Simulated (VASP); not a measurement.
Sn:

```
Sn
1.0
     3.46890   -2.29268    0.00000
     3.46890    2.29268    0.00000
     0.00000    0.00000    9.35239
Sn
4
Direct
  0.85000 0.15000 0.11700
  0.65000 0.35000 0.61700
  0.15000 0.85000 0.88300
  0.35000 0.65000 0.38300
```

| Quantity | Value |
| --- | --- |
| Program | VASP 6.6.1 |
| Task | relaxation of cell and atoms |
| Functional | r2SCAN |
| Potentials or basis | VASP PAW PBE potentials, release 64 (Sn_d) |
| Cutoff | 600 eV |
| k mesh | 4 × 4 × 2 |
| Occupations | gaussian, width 0.1 eV |
| Spin | no spin polarisation |

At the start: pressure -1.5 GPa; volume 37.19 Å³/atom.

Task: How do energy, volume and symmetry change on relaxing?

Result: Over 23 steps the energy falls by 588.3 meV/atom and the volume is 29.86 Å³/atom (-19.7 %); space group Cmce (No. 64, to 0.1 Å) before and after.

The path:
```
step  energy change (eV)  largest force (eV/Å)  pressure (GPa)  volume (Å³)
   1              0.0000                2.6247           -1.49       148.76
   2             -1.0690                0.6466           -4.85       140.98
   3             -1.2583                0.5759           -4.83       138.04
   4             -1.7129                0.3500           -4.77       131.94
   5             -2.0116                0.4521            1.67       118.88
   6             -2.0168                0.0495           -0.91       122.40
   7             -2.0199                0.0870           -0.47       121.81
   8             -2.0236                0.2259            0.43       120.63
   9             -2.0870                0.2109           -0.61       122.34
  10             -2.1495                0.0308           -1.12       123.78
  11             -2.2021                0.3898           -2.56       126.33
  12             -2.2071                0.2818           -2.24       125.65
  13             -2.2292                0.3380           -2.09       124.97
  14             -2.2515                0.4044           -1.63       123.25
  15             -2.2526                0.3965           -1.79       123.68
  16             -2.2848                0.3125           -1.20       122.11
  17             -2.3203                0.0995            0.29       118.69
  18             -2.3211                0.0569            0.57       118.09
  19             -2.3342                0.0309            0.42       118.38
  20             -2.3520                0.0587            0.07       119.22
  21             -2.3520                0.0636            0.05       119.25
  22             -2.3528                0.0426           -0.02       119.35
  23             -2.3531                0.0245           -0.11       119.44
```

Final structure:
```yaml
crystal:
  lattice:
    - [2.35441, -2.35159, 0.00000]
    - [2.35441, 2.35159, 0.00000]
    - [0.00000, 0.00000, 10.78670]
  atoms:
    - { symbol: Sn, position: [0.80305, 0.19695, 0.15195] }
    - { symbol: Sn, position: [0.69695, 0.30305, 0.65195] }
    - { symbol: Sn, position: [0.19695, 0.80305, 0.84805] }
    - { symbol: Sn, position: [0.30305, 0.69695, 0.34805] }
```

Caveat: the k points lie up to 0.47 Å⁻¹ apart in the final cell, too coarse for converged energies and pressures of a metal; the volume moved by over 15 % at a fixed basis, so the end points are rough; the PAW data sets were made with another functional, which shifts forces and pressure a little.
